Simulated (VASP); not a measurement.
# Zr3H (P6_3/mmc) in VASP: further runs, part 2 of 2

VASP 6.6.1.

## (4) Single point, PBE

This run uses another cell than the first one, of 19.65 Å³/atom.

INCAR reads:

```
SYSTEM = Zr3H
ALGO = Normal
EDIFF = 1E-7
ENCUT = 520
GGA = PE
ISIF = 2
ISMEAR = 0
LASPH = .True.
LCHARG = .True.
LELF = .True.
LREAL = .False.
LVHAR = .True.
LWAVE = .False.
NBANDS = 47
NELM = 60
PREC = Accurate
SIGMA = 0.1
```

KPOINTS reads:

```
k-points
0
Gamma
  6 6 12
  0 0 0
```

POSCAR reads:

```
Zr3H
1.0
    7.5633107537      0.0000000000      0.0000000000
   -3.7816553769      6.5500192494      0.0000000000
    0.0000000000      0.0000000000      3.1734377386
Zr H
6 2
Direct
    0.2018004190      0.4036008381      0.2500000000
    0.5963991619      0.7981995810      0.2500000000
    0.2018004190      0.7981995810      0.2500000000
    0.7981995810      0.5963991619      0.7500000000
    0.4036008381      0.2018004190      0.7500000000
    0.7981995810      0.2018004190      0.7500000000
    0.3333333333      0.6666666667      0.7500000000
    0.6666666667      0.3333333333      0.2500000000
```

Potentials or basis: VASP PAW PBE potentials, release 64 (Zr_sv, H).

Launch:

```console
> cat potpaw_PBE.64/Zr_sv/POTCAR potpaw_PBE.64/H/POTCAR > POTCAR
> mpirun -np 1 vasp_std > vasp.out
```

OUTCAR:

```text
SYSTEM = Zr3H
   EDIFF = 1E-7
   ENCUT = 520
   GGA = PE
   ISIF = 2
   ISMEAR = 0
   LASPH = .True.
   LREAL = .False.
   NELM = 60
   PREC = Accurate

 ion  position               nearest neighbor table
   1  0.202  0.404  0.250-   7 2.34   7 2.34   2 2.98   3 2.98   6 3.08   6 3.08   5 3.08   5 3.08

   2  0.596  0.798  0.250-   7 2.34   7 2.34   1 2.98   3 2.98   6 3.08   6 3.08   4 3.08   4 3.08

   3  0.202  0.798  0.250-   7 2.34   7 2.34   2 2.98   1 2.98   4 3.08   4 3.08   5 3.08   5 3.08

   4  0.798  0.596  0.750-   8 2.34   8 2.34   5 2.98   6 2.98   3 3.08   3 3.08   2 3.08   2 3.08

   5  0.404  0.202  0.750-   8 2.34   8 2.34   4 2.98   6 2.98   3 3.08   3 3.08   1 3.08   1 3.08

   6  0.798  0.202  0.750-   8 2.34   8 2.34   5 2.98   4 2.98   1 3.08   1 3.08   2 3.08   2 3.08

   7  0.333  0.667  0.750-   2 2.34   2 2.34   1 2.34   1 2.34   3 2.34   3 2.34
   8  0.667  0.333  0.250-   5 2.34   5 2.34   4 2.34   4 2.34   6 2.34   6 2.34

  LATTYP: Found a hexagonal cell.
 ALAT       =     7.5633107537
 C/A-ratio  =     0.4195831484

  Lattice vectors:

 A1 = (   7.5633107537,   0.0000000000,   0.0000000000)
 A2 = (  -3.7816553769,   6.5500192494,   0.0000000000)
 A3 = (   0.0000000000,   0.0000000000,   3.1734377386)

Analysis of symmetry for initial positions (statically):
=====================================================================
 Subroutine PRICEL returns:
 Original cell was already a primitive cell.

 Routine SETGRP: Setting up the symmetry group for a
 hexagonal supercell.

 Subroutine GETGRP returns: Found 24 space group operations
 (whereof 12 operations were pure point group operations)
 out of a pool of 24 trial point group operations.

The static configuration has the point symmetry D_3d.
 The point group associated with its full space group is D_6h.

Analysis of symmetry for dynamics (positions and initial velocities):
=====================================================================
[... 142 lines left out ...]
     AMIX     =   0.40;   BMIX     =  1.00
     AMIX_MAG =   1.60;   BMIX_MAG =  1.00
  volume/ion in A,a.u.               =      19.65       132.61
  Fermi-wavevector in a.u.,A,eV,Ry     =   1.273475  2.406520 22.065108  1.621740
  Thomas-Fermi vector in A             =   2.406297
   LORBIT       =      0    0 simple, 1 ext, 2 COOP (PROOUT), +10 PAW based schemes
   GGA     = PE    functional components
   LHFCALC =     F    Hartree Fock is set to
   AEXX    =    0.0000 exact exchange contribution
   IVDW    =     0    specifies the selected vdW correction
   LEPSILON=     F    determine dielectric tensor
   LRPA    =     F    only Hartree local field effects (RPA)
 non-spin polarized calculation
 Gauss-broadening in eV      SIGMA  =   0.10
  energy-cutoff  :      520.00
  volume of cell :      157.21
 maximum number of plane-waves:      4268
   NGX = 29   NGY = 29   NGZ = 11

 number of electron      74.0000000 magnetization

 Free energy of the ion-electron system (eV)
  ---------------------------------------------------
  ext. energy  EPLUGINS =         0.00000000
  ---------------------------------------------------
  free energy    TOTEN  =       -55.42367980 eV

  energy without entropy =      -55.36577202  energy(sigma->0) =      -55.39472591

 E-fermi :   7.6732     XC(G=0): -10.6022

 val. band max:        7.6563789171   @ k =   0.1667   0.0000   0.5000
 cond. band min:       7.6732995176   @ k =   0.5000  -0.0000   0.5000
 fundamental gap:      0.0169206005
 Fermi energy:         7.6731933015

 k-point     1 :       0.0000    0.0000    0.0000
  band No.  band energies     occupation
      1     -41.0812      2.00000
      2     -40.9616      2.00000
      3     -40.9616      2.00000
      4     -40.9362      2.00000
      5     -40.8911      2.00000
      6     -40.8911      2.00000
[... 1189 lines left out ...]
     46       9.5804      0.00000
     47       9.8351      0.00000

 [... further k-points ...]
[... 5 lines left out ...]
  --------------------------------------------------------------------------------------
  -------------------------------------------------------------------------------------
  Total        0.0157585      0.0157585     -0.0101283     -0.0000000     -0.0000000      0.0000000
  in kB        0.1605987      0.1605987     -0.1032196     -0.0000000     -0.0000000      0.0000000
  external PRESSURE =       0.0726593 kB  Pullay stress =       0.0000000 kB

 VOLUME and BASIS-vectors are now :
 -----------------------------------------------------------------------------
  energy-cutoff  :      520.00
  volume of cell :      157.21
      direct lattice vectors                 reciprocal lattice vectors
     7.563310754  0.000000000  0.000000000     0.132217230  0.076335654  0.000000000
    -3.781655377  6.550019249  0.000000000     0.000000000  0.152671307  0.000000000
     0.000000000  0.000000000  3.173437739     0.000000000  0.000000000  0.315115683

 POSITION                                       TOTAL-FORCE (eV/Angst)
 -----------------------------------------------------------------------------------
     -0.00000      2.64359      0.79336         0.000000     -0.005641      0.000000
      1.49224      5.22822      0.79336         0.004885      0.002820      0.000000
     -1.49224      5.22822      0.79336        -0.004885      0.002820      0.000000
      3.78166      3.90643      2.38008        -0.000000      0.005641      0.000000
      2.28942      1.32180      2.38008        -0.004885     -0.002820      0.000000
      5.27389      1.32180      2.38008         0.004885     -0.002820      0.000000
     -0.00000      4.36668      2.38008         0.000000      0.000000      0.000000
      3.78166      2.18334      0.79336         0.000000     -0.000000      0.000000
 -----------------------------------------------------------------------------------
    total drift:                                0.000001     -0.000000      0.000000

  FREE ENERGIE OF THE ION-ELECTRON SYSTEM (eV)
  ---------------------------------------------------
  free  energy   TOTEN  =       -55.4236798025 eV

  energy  without entropy=      -55.3657720182  energy(sigma->0) =      -55.39472591
```

OSZICAR:

```text
N       E                     dE             d eps       ncg     rms          rms(c)
DAV:   1     0.794407997620E+03    0.79441E+03   -0.39150E+04  4638   0.156E+03
DAV:   2     0.148597256958E+02   -0.77955E+03   -0.76236E+03  5109   0.470E+02
DAV:   3    -0.507079271392E+02   -0.65568E+02   -0.63689E+02  7460   0.985E+01
DAV:   4    -0.572601180894E+02   -0.65522E+01   -0.64810E+01  7052   0.287E+01
DAV:   5    -0.577143162690E+02   -0.45420E+00   -0.45365E+00  6694   0.586E+00    0.248E+01
DAV:   6    -0.556025955205E+02    0.21117E+01   -0.46895E+00  5356   0.974E+00    0.100E+01
DAV:   7    -0.553948837626E+02    0.20771E+00   -0.23551E+00  6400   0.603E+00    0.209E+00
DAV:   8    -0.554158060332E+02   -0.20922E-01   -0.18156E-01  6108   0.147E+00    0.143E+00
DAV:   9    -0.554238683779E+02   -0.80623E-02   -0.39117E-02  5460   0.141E+00    0.382E-01
DAV:  10    -0.554237110186E+02    0.15736E-03   -0.27892E-03  6103   0.327E-01    0.543E-02
DAV:  11    -0.554236801010E+02    0.30918E-04   -0.16872E-04  6524   0.668E-02    0.132E-02
DAV:  12    -0.554236794415E+02    0.65950E-06   -0.10763E-05  6733   0.173E-02    0.550E-03
DAV:  13    -0.554236798359E+02   -0.39446E-06   -0.11777E-06  6316   0.501E-03    0.183E-03
DAV:  14    -0.554236796476E+02    0.18834E-06   -0.16589E-07  3900   0.181E-03    0.313E-04
DAV:  15    -0.554236797903E+02   -0.14276E-06   -0.19638E-08  3340   0.841E-04    0.188E-04
DAV:  16    -0.554236798025E+02   -0.12176E-07   -0.60121E-09  3332   0.363E-04
   1 F= -.55423680E+02 E0= -.55394726E+02  d E =-.579078E-01
```

stdout:

```text
POSCAR found type information on POSCAR ZrH
 POSCAR found :  2 types and       8 ions
 scaLAPACK will be used
 LDA part: xc-table for (Slater+PW92), standard interpolation
 POSCAR, INCAR and KPOINTS ok, starting setup
 FFT: planning ... GRIDC
 FFT: planning ... GRID_SOFT
 FFT: planning ... GRID
 WAVECAR not read
 entering main loop
```

Run time: 2.7 min. Hardware: 1 thread of Intel Xeon 6975P-C (Granite Rapids), shared host; peak memory 0.41 GiB.

What came out:

| Quantity | Value |
| --- | --- |
| Free energy | -55.4237 eV |
| Pressure | 0.0 GPa |
| Largest force | 0.006 eV/Å |
| Band gap on the k mesh | zero (bands 37 and 38 overlap by 1.09 eV) |

Forces in eV/Å, atoms in the order of the input:
```
Zr   0.000 -0.006  0.000
Zr   0.005  0.003  0.000
Zr  -0.005  0.003  0.000
Zr   0.000  0.006  0.000
Zr  -0.005 -0.003  0.000
Zr   0.005 -0.003  0.000
H    0.000  0.000  0.000
H    0.000  0.000  0.000
```

Levels at points of the mesh, in eV from the Fermi level:
| k point | band 34 | band 35 | band 36 | band 37 | band 38 | band 39 | band 40 | band 41 |
| --- | --- | --- | --- | --- | --- | --- | --- | --- |
| (0.00, 0.00, 0.00) | -1.52 | -1.51 | 0.35 | 0.84 | 0.84 | 1.07 | 1.07 | 1.07 |
| (0.50, 0.00, 0.00) | -0.98 | -0.70 | -0.10 | 0.33 | 0.56 | 0.66 | 0.73 | 1.14 |
| (0.00, 0.00, 0.50) | -0.62 | -0.62 | -0.62 | -0.21 | -0.21 | 0.22 | 0.22 | 2.19 |
| (0.50, 0.00, 0.50) | -0.60 | -0.46 | -0.46 | -0.05 | -0.05 | 0.00 | 0.00 | 1.18 |

## (5) The runs side by side

| task | cell | k mesh | cutoff (eV) | gap on the mesh (eV) | pressure (GPa) | relaxed volume (Å³/atom) | largest force (eV/Å) |
| --- | --- | --- | --- | --- | --- | --- | --- |
| relaxation of cell and atoms | relaxed from a = 7.495, b = 7.495, c = 3.207 Å, angles 90.0, 90.0, 120.0°, 8 atoms, atomic positions A | 3 × 3 × 6 | 600 | none | 0.1 | 19.64 | 0.03 |
| relaxation of cell and atoms | relaxed from a = 6.044, b = 6.044, c = 4.666 Å, angles 90.0, 90.0, 120.0°, 8 atoms, atomic positions B | 3 × 3 × 4 | 600 | none | 0.2 | 19.46 | 0.02 |
| single point | a = 7.563, b = 7.563, c = 3.173 Å, angles 90.0, 90.0, 120.0°, 8 atoms, atomic positions C | 6 × 6 × 12 | 520 | none | 0.0 | - | 0.01 |

Alike in all rows: level PBE; potentials or basis VASP PAW PBE potentials, release 64 (Zr_sv, H); no spin polarisation; smearing gaussian 0.1 eV.

Caveats: some runs use coarse meshes; a cell axis changed by over 15 % at a fixed basis, so the end point is rough (at least some runs).

Total energies depend on the potentials used, so only differences within one code and one set of settings carry meaning.

The gap in the log of VASP goes by the Fermi energy; the results here count the filled bands.